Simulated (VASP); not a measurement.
# Sb (C2/m) in VASP: single point with PBE

Aim: the single point of Sb with PBE.

Everything below comes from runs of VASP 6.6.1. Logs are shortened: lines on timing, memory, paths and dates and some standing lists are left out, and cuts for length are marked.

## Step 1: The cell of the first run

Symmetry: C2/m, No. 12, monoclinic system. Conventional cell: a = 5.895 Å, b = 3.324 Å, c = 5.282 Å, α = 90.00°, β = 92.29°, γ = 90.00°. Sb (site symmetry m) has 12 Sb at 3.14 to 3.48 Å within 4.1 Å.

## Step 2: Single point, PBE (strained and its atoms moved)

Contents of INCAR:

```
PREC = Accurate ; ENCUT = 520
EDIFF = 1E-7 ; ISMEAR = 0
SIGMA = 0.1 ; LREAL = F
LASPH = T ; NELM = 80
ALGO = Normal ; ISIF = 2
LWAVE = F ; LCHARG = F
GGA = PE ; NBANDS = 12
```

Contents of KPOINTS:

```
regular mesh
0
Gamma
  12 12 8
```

Contents of POSCAR:

```
Sb
1.0
    3.3243272371      0.0000000000      0.0000000000
   -1.6621636186      2.9469328438      0.0583527948
    0.0000000000      0.1066000000      5.2810706000
Sb
2
Direct
    0.3425704092      0.6851408184      0.2658029997
    0.6574295908      0.3148591816      0.7341970003
```

Potentials or basis: VASP PAW PBE potentials, release 64 (Sb).

Launch:

```
cat potpaw_PBE.64/Sb/POTCAR > POTCAR
mpirun -np 1 vasp_std > vasp.out
```

OUTCAR:

```text
PREC = Accurate
   ENCUT = 520
   EDIFF = 1E-7
   ISMEAR = 0
   LREAL = F
   LASPH = T
   NELM = 80
   ISIF = 2
   GGA = PE

 ion  position               nearest neighbor table
   1  0.343  0.685  0.266-   2 3.14   2 3.14   2 3.15   2 3.30   2 3.48   2 3.48
   2  0.657  0.315  0.734-   1 3.14   1 3.14   1 3.15   1 3.30   1 3.48   1 3.48

  LATTYP: Found a base centered monoclinic cell.
 ALAT       =     5.8950210295
 B/A-ratio  =     0.5639211837
 C/A-ratio  =     0.8960352034
 COS(beta)  =    -0.0399705182

  Lattice vectors:

 A1 = (  -1.6621636185,  -2.9469328438,  -0.0583527948)
 A2 = (   1.6621636186,  -2.9469328438,  -0.0583527948)
 A3 = (   0.0000000000,   0.1066000000,   5.2810706000)

Analysis of symmetry for initial positions (statically):
=====================================================================
 Subroutine PRICEL returns:
 Original cell was already a primitive cell.

 Routine SETGRP: Setting up the symmetry group for a
 base centered monoclinic supercell.

 Subroutine GETGRP returns: Found  4 space group operations
 (whereof  4 operations were pure point group operations)
 out of a pool of  4 trial point group operations.

The static configuration has the point symmetry C_2h.

Analysis of symmetry for dynamics (positions and initial velocities):
=====================================================================
 Subroutine PRICEL returns:
 Original cell was already a primitive cell.

 Routine SETGRP: Setting up the symmetry group for a
 base centered monoclinic supercell.

 Subroutine GETGRP returns: Found  4 space group operations
 (whereof  4 operations were pure point group operations)
 out of a pool of  4 trial point group operations.

The dynamic configuration has the point symmetry C_2h.

 Subroutine INISYM returns: Found  4 space group operations
 (whereof  4 operations are pure point group operations),
 and found     1 'primitive' translations

----------------------------------------------------------------------------------------

                                     Primitive cell

  volume of cell :      51.7157

  direct lattice vectors                    reciprocal lattice vectors
     3.324327237  0.000000000  0.000000000     0.300812745  0.169735774 -0.003426168
    -1.662163619  2.946932844  0.058352795     0.000000000  0.339471548 -0.006852335
     0.000000000  0.106600000  5.281070600     0.000000000 -0.003750965  0.189431259

  length of vectors
     3.324327237  3.383874426  5.282146367     0.345413200  0.339540699  0.189468392

  position of ions in fractional coordinates (direct lattice)
     0.342570409  0.685140818  0.265803000
     0.657429591  0.314859182  0.734197000

  ion indices of the primitive-cell ions
   primitive index   ion index
                 1           1
                 2           2

----------------------------------------------------------------------------------------

 KPOINTS: regular mesh

Automatic generation of k-mesh.
 Grid dimensions read from file:
 generate k-points for:   12   12    8

 Generating k-lattice:

  Cartesian coordinates                     Fractional coordinates (reciprocal lattice)
     0.025067729  0.014144648 -0.000285514     0.083333333 -0.000000000  0.000000000
     0.000000000  0.028289296 -0.000571028     0.000000000  0.083333333  0.000000000
     0.000000000 -0.000468871  0.023678907     0.000000000  0.000000000  0.125000000

  Length of vectors
     0.028784433  0.028295058  0.023683549

  Shift w.r.t. Gamma in fractional coordinates (k-lattice)
     0.000000000  0.000000000  0.000000000

 Subroutine IBZKPT returns following result:
 ===========================================

 Found    320 irreducible k-points:

 Following reciprocal coordinates:
            Coordinates               Weight
  0.000000  0.000000  0.000000      1.000000
  0.083333  0.000000  0.000000      4.000000
  0.166667  0.000000  0.000000      4.000000
  0.250000  0.000000  0.000000      4.000000
  0.333333  0.000000 -0.000000      4.000000
  0.416667  0.000000  0.000000      4.000000
[... 16 lines left out ...]
  0.333333  0.166667  0.000000      4.000000
  0.416667  0.166667  0.000000      4.000000
 [... further k-points ...]
   k-points           NKPTS =    320   k-points in BZ     NKDIM =    320   number of bands    NBANDS=     12
   number of dos      NEDOS =    301   number of ions     NIONS =      2
   total plane-waves  NPLWV =  31360
   dimension x,y,z NGX =    28 NGY =   28 NGZ =   40
   dimension x,y,z NGXF=    56 NGYF=   56 NGZF=   80
   ions per type =               2
   NGX,Y,Z   is equivalent  to a cutoff of  14.00, 13.76, 12.59 a.u.
   NGXF,Y,Z  is equivalent  to a cutoff of  28.00, 27.51, 25.18 a.u.
 SYSTEM =  unknown system
   PREC   = accura    normal or accurate (medium, high low for compatibility)
   ISTART =      0    job   : 0-new  1-cont  2-samecut
   ICHARG =      2    charge: 1-file 2-atom 10-const
   ISPIN  =      1    spin polarized calculation?
   LNONCOLLINEAR =      F non collinear calculations
   LSORBIT =      F    spin-orbit coupling
   LASPH  =      T    aspherical Exc in radial PAW
   ENCUT  =  520.0 eV  38.22 Ry    6.18 a.u.   6.18  6.29  9.82*2*pi/ulx,y,z
   NELM   =     80;   NELMIN=  2; NELMDL= -5     # of ELM steps
   EDIFF  = 0.1E-06   stopping-criterion for ELM
   LREAL  =      F    real-space projection
   EDIFFG = 0.1E-05   stopping-criterion for IOM
   NSW    =      0    number of steps for IOM
   IBRION =     -1    ionic relax: 0-MD 1-quasi-New 2-CG
   NFREE  =      0    steps in history (QN), initial steepest desc. (CG)
   ISIF   =      2    stress and relaxation
   ISYM   =      2    0-nonsym 1-usesym 2-fastsym
   POTIM  = 0.5000    time-step for ionic-motion
   TEBEG  =    0.0;   TEEND  =   0.0 temperature during run
   PSTRESS=    0.0 pullay stress
   NELECT =      10.0000    total number of electrons
   NUPDOWN=      -1.0000    fix difference up-down
   EMIN   =  10.00;   EMAX   =-10.00  energy-range for DOS
   EFERMI =   0.00;   METHOD = LEGACY
   ISMEAR =     0;   SIGMA  =   0.10  broadening in eV -4-tet -1-fermi 0-gaus
   EFERMI_NEDOS =   21; number of points for ismear=-14 and -15
   IALGO  =     38    algorithm
   IMIX   =      4    mixing-type and parameters
     AMIX     =   0.40;   BMIX     =  1.00
     AMIX_MAG =   1.60;   BMIX_MAG =  1.00
  volume/ion in A,a.u.               =      25.86       174.50
  Fermi-wavevector in a.u.,A,eV,Ry     =   0.946675  1.788956 12.193442  0.896193
  Thomas-Fermi vector in A             =   2.074695
   LORBIT       =      0    0 simple, 1 ext, 2 COOP (PROOUT), +10 PAW based schemes
   GGA     = PE    functional components
   LHFCALC =     F    Hartree Fock is set to
   AEXX    =    0.0000 exact exchange contribution
   IVDW    =     0    specifies the selected vdW correction
   LEPSILON=     F    determine dielectric tensor
   LRPA    =     F    only Hartree local field effects (RPA)
 non-spin polarized calculation
 Gauss-broadening in eV      SIGMA  =   0.10
  energy-cutoff  :      520.00
  volume of cell :       51.72
 maximum number of plane-waves:      1409
 NGX is ok and might be reduce to    28
   NGX = 13   NGY = 13   NGZ = 19

 number of electron      10.0000000 magnetization

 Free energy of the ion-electron system (eV)
  ---------------------------------------------------
  ext. energy  EPLUGINS =         0.00000000
  ---------------------------------------------------
  free energy    TOTEN  =        -7.66547742 eV

  energy without entropy =       -7.65894983  energy(sigma->0) =       -7.66221363

 E-fermi :   9.0277     XC(G=0): -10.3960

 val. band max:        9.0240096235   @ k =   0.5000   0.0000   0.1250
 cond. band min:       9.0324995852   @ k =   0.0833  -0.4167   0.1250
 fundamental gap:      0.0084899617
 Fermi energy:         9.0276534023

 k-point     1 :       0.0000    0.0000    0.0000
  band No.  band energies     occupation
      1      -4.2722      2.00000
      2       0.2295      2.00000
      3       3.1056      2.00000
      4      12.0279      0.00000
      5      12.5898      0.00000
      6      14.1873      0.00000
      7      14.2065      0.00000
      8      15.4024      0.00000
      9      16.3880      0.00000
     10      17.8410      0.00000
     11      18.5724      0.00000
     12      19.3303      0.00000

 k-point     2 :       0.0833    0.0000    0.0000
  band No.  band energies     occupation
      1      -4.1474      2.00000
      2       0.3365      2.00000
      3       3.2354      2.00000
      4      11.1671      0.00000
      5      11.7622      0.00000
      6      13.5544      0.00000
      7      14.3192      0.00000
      8      15.2572      0.00000
      9      16.8056      0.00000
     10      17.6833      0.00000
     11      18.7419      0.00000
     12      19.5304      0.00000

 k-point     3 :       0.1667    0.0000    0.0000
  band No.  band energies     occupation
      1      -3.7746      2.00000
      2       0.6488      2.00000
      3       3.6211      2.00000
      4       9.0618      0.62948
      5      10.8799      0.00000
      6      12.1478      0.00000
      7      14.0765      0.00000
      8      14.5383      0.00000
      9      15.6702      0.00000
     10      18.4076      0.00000
     11      18.5684      0.00000
     12      19.1074      0.00000
[... 286 lines left out ...]
 k-point    23 :       0.3333    0.1667    0.0000
  band No.  band energies     occupation
      1      -1.0218      2.00000
      2       1.5509      2.00000
      3       4.8139      2.00000
      4       6.3242      2.00000
      5       6.5709      2.00000
      6       8.0642      2.00000
      7       9.7835      0.00000
      8      10.7040      0.00000
      9      14.1649      0.00000
     10      16.2210      0.00000
     11      20.2170      0.00000
     12      20.9145      0.00000

 k-point    24 :       0.4167    0.1667    0.0000
  band No.  band energies     occupation
      1      -0.3043      2.00000
      2       1.0609      2.00000
      3       4.7818      2.00000
      4       6.3810      2.00000
      5       7.1067      2.00000
      6       7.2745      2.00000
      7       9.1459      0.09436
      8      10.5411      0.00000
      9      13.9666      0.00000
     10      16.0561      0.00000
     11      20.1506      0.00000
     12      21.1301      0.00000

 [... further k-points ...]
[... 5 lines left out ...]
  --------------------------------------------------------------------------------------
  -------------------------------------------------------------------------------------
  Total        1.2327660      1.3704441      1.8325435     -0.0000000     -0.1130130      0.0000000
  in kB       38.1916897     42.4570224     56.7730861     -0.0000000     -3.5011969      0.0000000
  external PRESSURE =      45.8072661 kB  Pullay stress =       0.0000000 kB

 VOLUME and BASIS-vectors are now :
 -----------------------------------------------------------------------------
  energy-cutoff  :      520.00
  volume of cell :       51.72
      direct lattice vectors                 reciprocal lattice vectors
     3.324327237  0.000000000  0.000000000     0.300812745  0.169735774 -0.003426168
    -1.662163619  2.946932844  0.058352795     0.000000000  0.339471548 -0.006852335
     0.000000000  0.106600000  5.281070600     0.000000000 -0.003750965  0.189431259

 POSITION                                       TOTAL-FORCE (eV/Angst)
 -----------------------------------------------------------------------------------
     -0.00000      2.04740      1.44370        -0.000000      0.045191     -0.309262
      1.66216      1.00613      3.89572         0.000000     -0.045191      0.309262
 -----------------------------------------------------------------------------------
    total drift:                               -0.000000     -0.000000     -0.000000

  FREE ENERGIE OF THE ION-ELECTRON SYSTEM (eV)
  ---------------------------------------------------
  free  energy   TOTEN  =        -7.6654774180 eV

  energy  without entropy=       -7.6589498349  energy(sigma->0) =       -7.66221363
```

Run time: 2.3 min. Hardware: 1 thread of Intel Xeon Platinum 8259CL at 2.50GHz (Skylake/Cascade Lake), shared host; peak memory 0.3 GiB.

Results:

* Free energy: -7.6655 eV
* Pressure: 4.6 GPa
* Largest force: 0.313 eV/Å
* Band gap on the k mesh: zero (band 5 reaches 12.90 eV, above the bottom of band 6 at 6.11 eV)

Forces on the atoms (eV/Å):
```
Sb   0.000  0.045 -0.309
Sb   0.000 -0.045  0.309
```

Levels at points of the mesh, in eV from the Fermi level:
```csv
k point,band 1,band 2,band 3,band 4,band 5,band 6,band 7,band 8,band 9,band 10
"(0.00, 0.00, 0.00)",-13.30,-8.80,-5.92,3.00,3.56,5.16,5.18,6.37,7.36,8.81
"(0.50, 0.00, 0.00)",-9.66,-8.11,-4.23,-3.01,-2.14,-0.08,0.10,3.58,4.21,7.53
"(0.00, 0.50, 0.00)",-9.71,-8.52,-4.11,-2.92,-2.20,-0.44,0.33,4.22,4.39,8.10
"(0.00, 0.00, 0.50)",-12.36,-11.38,-0.68,0.22,3.87,3.99,4.20,4.86,7.93,8.76
"(0.50, 0.00, 0.50)",-8.82,-8.42,-5.66,-5.19,0.83,1.78,2.13,2.20,5.44,6.13
"(0.00, 0.50, 0.50)",-9.18,-8.28,-5.88,-5.38,1.31,1.80,2.24,2.76,5.78,6.23
```

Caveat: the cell differs from its parent crystal (strained and its atoms moved); spin-orbit coupling is left out, which moves the levels of the heavy elements.
